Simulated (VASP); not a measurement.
# ZrCdF4 (F-43m) in VASP: a series of runs, part 2 of 2

VASP 6.6.1. Earlier steps stand in the parts before.

### 4 Single point, PBE

Contents of INCAR:

```
PREC = Accurate
ENCUT = 520
EDIFF = 1E-7
ISMEAR = 0
SIGMA = 0.1
LREAL = False
LASPH = True
NELM = 100
ALGO = Normal
ISIF = 2
LWAVE = False
LCHARG = False
GGA = PE
NBANDS = 35
```

Contents of KPOINTS:

```
Automatic mesh
0
Gamma
  4 4 4
```

Contents of POSCAR:

```
ZrCdF4
1.0
    0.0000000000      3.3215929872      3.3215929872
    3.3215929872      0.0000000000      3.3215929872
    3.3215929872      3.3215929872      0.0000000000
Zr Cd F
1 1 4
Direct
    0.0000000000      0.0000000000      0.0000000000
    0.2500000000      0.2500000000      0.2500000000
    0.1230431117      0.6256522961      0.6256522961
    0.6256522961      0.6256522961      0.1230431117
    0.6256522961      0.1230431117      0.6256522961
    0.6256522961      0.6256522961      0.6256522961
```

Potentials or basis: VASP PAW PBE potentials, release 64 (Zr_sv, Cd, F).

Started as:

```
$ cat potpaw_PBE.64/Zr_sv/POTCAR potpaw_PBE.64/Cd/POTCAR potpaw_PBE.64/F/POTCAR > POTCAR
$ mpirun -np 1 vasp_std > vasp.out
```

OUTCAR:

```text
PREC = Accurate
   ENCUT = 520
   EDIFF = 1E-7
   ISMEAR = 0
   LREAL = False
   LASPH = True
   NELM = 100
   ISIF = 2
   GGA = PE

 ion  position               nearest neighbor table
   1  0.000  0.000  0.000-   4 2.75   5 2.75   6 2.75   3 2.75   4 2.75   6 2.75   3 2.75   5 2.75
                             6 2.75   3 2.75   5 2.75   4 2.75   2 2.88   2 2.88   2 2.88   2 2.88
   2  0.250  0.250  0.250-   3 2.76   5 2.76   3 2.76   5 2.76   4 2.76   6 2.76   4 2.76   6 2.76
                             6 2.76   3 2.76   5 2.76   4 2.76   1 2.88   1 2.88   1 2.88   1 2.88
   3  0.123  0.626  0.626-   1 2.75   1 2.75   1 2.75   2 2.76   2 2.76   2 2.76
   4  0.626  0.626  0.123-   1 2.75   1 2.75   1 2.75   2 2.76   2 2.76   2 2.76
[... 495 lines left out ...]
  Total        0.0184737      0.0184737      0.0184737      0.0000000      0.0000000      0.0000000
  in kB        0.4038260      0.4038260      0.4038260      0.0000000      0.0000000      0.0000000
  external PRESSURE =       0.4038260 kB  Pullay stress =       0.0000000 kB

 VOLUME and BASIS-vectors are now :
 -----------------------------------------------------------------------------
  energy-cutoff  :      520.00
  volume of cell :       73.29
      direct lattice vectors                 reciprocal lattice vectors
     0.000000000  3.321592987  3.321592987    -0.150530183  0.150530183  0.150530183
     3.321592987  0.000000000  3.321592987     0.150530183 -0.150530183  0.150530183
     3.321592987  3.321592987  0.000000000     0.150530183  0.150530183 -0.150530183

 POSITION                                       TOTAL-FORCE (eV/Angst)
 -----------------------------------------------------------------------------------
      0.00000      0.00000      0.00000         0.000000      0.000000      0.000000
      1.66080      1.66080      1.66080         0.000000      0.000000      0.000000
      4.15632      2.48686      2.48686         0.005410     -0.005410     -0.005410
      2.48686      2.48686      4.15632        -0.005410     -0.005410      0.005410
      2.48686      4.15632      2.48686        -0.005410      0.005410     -0.005410
      4.15632      4.15632      4.15632         0.005410      0.005410      0.005410
 -----------------------------------------------------------------------------------
    total drift:                               -0.000000     -0.000000     -0.000000

  FREE ENERGIE OF THE ION-ELECTRON SYSTEM (eV)
  ---------------------------------------------------
  free  energy   TOTEN  =       -24.0489841676 eV

  energy  without entropy=      -24.0489825248  energy(sigma->0) =      -24.04898335
```

OSZICAR:

```text
N       E                     dE             d eps       ncg     rms          rms(c)
DAV:   1     0.466295924611E+03    0.46630E+03   -0.30769E+04   560   0.154E+03
DAV:   2    -0.646006023753E+01   -0.47276E+03   -0.45362E+03   622   0.410E+02
DAV:   3    -0.328842571712E+02   -0.26424E+02   -0.26215E+02   631   0.103E+02
DAV:   4    -0.338160177505E+02   -0.93176E+00   -0.92882E+00   834   0.134E+01
DAV:   5    -0.338225688487E+02   -0.65511E-02   -0.65508E-02   610   0.124E+00    0.150E+01
DAV:   6    -0.244020394690E+02    0.94205E+01   -0.21107E+01   735   0.589E+01    0.615E+00
DAV:   7    -0.242617045127E+02    0.14033E+00   -0.30081E+00   644   0.120E+01    0.394E+00
DAV:   8    -0.241198438193E+02    0.14186E+00   -0.17034E+00   596   0.756E+00    0.226E+00
DAV:   9    -0.240544872967E+02    0.65357E-01   -0.24282E-01   601   0.279E+00    0.647E-01
DAV:  10    -0.240771004035E+02   -0.22613E-01   -0.11999E-01   583   0.184E+00    0.101E+00
DAV:  11    -0.240489278359E+02    0.28173E-01   -0.52436E-02   599   0.119E+00    0.125E-01
DAV:  12    -0.240490694553E+02   -0.14162E-03   -0.40825E-03   604   0.336E-01    0.985E-02
DAV:  13    -0.240490213932E+02    0.48062E-04   -0.18441E-04   668   0.714E-02    0.615E-02
DAV:  14    -0.240490224659E+02   -0.10727E-05   -0.60230E-06   637   0.173E-02    0.523E-02
DAV:  15    -0.240489842385E+02    0.38227E-04   -0.14502E-04   584   0.662E-02    0.782E-03
DAV:  16    -0.240489842597E+02   -0.21178E-07   -0.53365E-06   601   0.142E-02    0.246E-03
DAV:  17    -0.240489841676E+02    0.92102E-07   -0.23283E-07   450   0.258E-03
   1 F= -.24048984E+02 E0= -.24048983E+02  d E =-.164280E-05
```

stdout:

```text
POSCAR found type information on POSCAR ZrCdF
 POSCAR found :  3 types and       6 ions
 scaLAPACK will be used
 LDA part: xc-table for (Slater+PW92), standard interpolation
 POSCAR, INCAR and KPOINTS ok, starting setup
 FFT: planning ... GRIDC
 FFT: planning ... GRID_SOFT
 FFT: planning ... GRID
 WAVECAR not read
 entering main loop
```

It took 48 s on 1 thread of Intel Xeon Platinum 8259CL at 2.50GHz (Skylake/Cascade Lake), shared host; peak memory 0.21 GiB.

What came out:

| Property | Result |
| --- | --- |
| Free energy | -24.0490 eV |
| Pressure | 0.0 GPa |
| Largest force | 0.009 eV/Å |
| Band gap on the k mesh | 0.58 eV, indirect (least direct gap 0.80 eV) |

Forces on the atoms (eV/Å):
```
Zr   0.000  0.000  0.000
Cd   0.000  0.000  0.000
F    0.005 -0.005 -0.005
F   -0.005 -0.005  0.005
F   -0.005  0.005 -0.005
F    0.005  0.005  0.005
```

A k mesh can miss the band edges. Expect the measured gap to be larger: semilocal functionals such as PBE lack the derivative discontinuity.

### 5 Relaxation of cell and atoms, PBE

This run uses another cell than the first one, of 13.53 Å³/atom, 1.109 times its volume.

Contents of INCAR:

```
SYSTEM = ZrCdF4
  ALGO = Normal
  EDIFF = 1E-7
  EDIFFG = -0.04
  ENCUT = 600
  GGA = PE
  IBRION = 2
  ISIF = 3
  ISMEAR = 0
  LASPH = .TRUE.
  LCHARG = .FALSE.
  LREAL = .FALSE.
  LWAVE = .FALSE.
  NELM = 100
  NSW = 90
  PREC = Accurate
  SIGMA = 0.1
```

Contents of KPOINTS:

```
k-points
0
G
  4 4 4
  0 0 0
```

Contents of POSCAR:

```
ZrCdF4
1.0
    0.0000000000      3.4366538700      3.4366538700
    3.4366538700      0.0000000000      3.4366538700
    3.4366538700      3.4366538700      0.0000000000
Zr Cd F
1 1 4
Direct
    0.0000000000      0.0000000000      0.0000000000
    0.2500000000      0.2500000000      0.2500000000
    0.1256210200      0.6247929900      0.6247929900
    0.6247929900      0.6247929900      0.1256210200
    0.6247929900      0.1256210200      0.6247929900
    0.6247929900      0.6247929900      0.6247929900
```

Started as:

```
$ cat potpaw_PBE.64/Zr_sv/POTCAR potpaw_PBE.64/Cd/POTCAR potpaw_PBE.64/F/POTCAR > POTCAR
$ mpirun -np 1 vasp_std > vasp.out
```

It took 1.7 min on 1 thread of Intel Xeon Platinum 8259CL at 2.50GHz (Skylake/Cascade Lake), shared host; peak memory 0.26 GiB.

The run converged. Its results:

| Property | Result |
| --- | --- |
| Free energy | -24.0794 eV |
| Relaxed volume | 12.15 Å³/atom |
| Relaxed cell | a = 4.689 Å, b = 4.689 Å, c = 4.689 Å, α = 60.00°, β = 60.00°, γ = 60.00° |
| Space group after relaxing (to 0.05 Å) | F-43m (No. 216) |
| Energy gained by relaxing | 40.6 meV/atom |
| Ionic steps | 2 |
| Pressure after relaxing | 0.5 GPa |
| Largest force after relaxing | 0.006 eV/Å |
| Band gap on the k mesh | 0.58 eV, indirect (least direct gap 0.80 eV) |

Forces in eV/Å, atoms in the order of the input:
```
Zr   0.000  0.000  0.000
Cd   0.000  0.000  0.000
F    0.003 -0.003 -0.003
F   -0.003 -0.003  0.003
F   -0.003  0.003 -0.003
F    0.003  0.003  0.003
```

The path:
```
step  energy change (eV)  largest force (eV/Å)  pressure (GPa)  volume (Å³)
   1              0.0000                0.2137           -8.66        81.18
   2             -0.2433                0.0056            0.46        72.88
```

Final structure:
```cif
data_structure
_symmetry_space_group_name_H-M 'P 1'
_symmetry_Int_Tables_number 1
_cell_length_a 4.6886
_cell_length_b 4.6886
_cell_length_c 4.6886
_cell_angle_alpha 60.000
_cell_angle_beta 60.000
_cell_angle_gamma 60.000
_cell_volume 72.88
loop_
_atom_site_label
_atom_site_type_symbol
_atom_site_fract_x
_atom_site_fract_y
_atom_site_fract_z
_atom_site_occupancy
Zr1 Zr 0.00000 0.00000 0.00000 1
Cd1 Cd 0.25000 0.25000 0.25000 1
F1 F 0.12302 0.62566 0.62566 1
F2 F 0.62566 0.62566 0.12302 1
F3 F 0.62566 0.12302 0.62566 1
F4 F 0.62566 0.62566 0.62566 1
```

Levels at points of the mesh, in eV from the valence-band top:
```tsv
k point	band 22	band 23	band 24	band 25	band 26	band 27	band 28	band 29	band 30	band 31
(0.00, 0.00, 0.00)	-1.53	-1.53	-0.26	-0.26	-0.26	1.01	1.01	1.01	2.30	2.30
(0.50, 0.00, 0.00)	-2.10	-1.51	-0.89	-0.37	-0.37	1.24	1.24	1.82	1.82	3.22
(0.50, 0.50, 0.00)	-2.65	-2.62	-0.49	-0.49	0.00	0.80	0.97	0.97	2.12	3.38
```

A k mesh can miss the band edges. As with any semilocal functional, this PBE gap is likely too small.

### 6 Overview

```tsv
task	cell	k mesh	cutoff (eV)	smearing	gap on the mesh (eV)	pressure (GPa)	relaxed volume (Å³/atom)	largest force (eV/Å)
single point	a = 4.696 Å, angles 60.0°, 6 atoms	10 × 10 × 10	520	gaussian 0.02 eV	0.59	0.1	-	-
relaxation of cell and atoms	relaxed from a = 4.697 Å, angles 60.0°, 6 atoms	10 × 10 × 10	600	gaussian 0.02 eV	0.59	0.0	12.21	-
single point	a = 4.697 Å, angles 60.0°, 6 atoms	4 × 4 × 4	520	gaussian 0.1 eV	0.58	0.0	-	0.01
relaxation of cell and atoms	relaxed from a = 4.860 Å, angles 60.0°, 6 atoms	4 × 4 × 4	600	gaussian 0.1 eV	0.58	0.5	12.15	0.01
```

Alike in all rows: level PBE; potentials or basis VASP PAW PBE potentials, release 64 (Zr_sv, Cd, F); no spin polarisation.

Absolute energies hang on the potentials; compare differences alone.
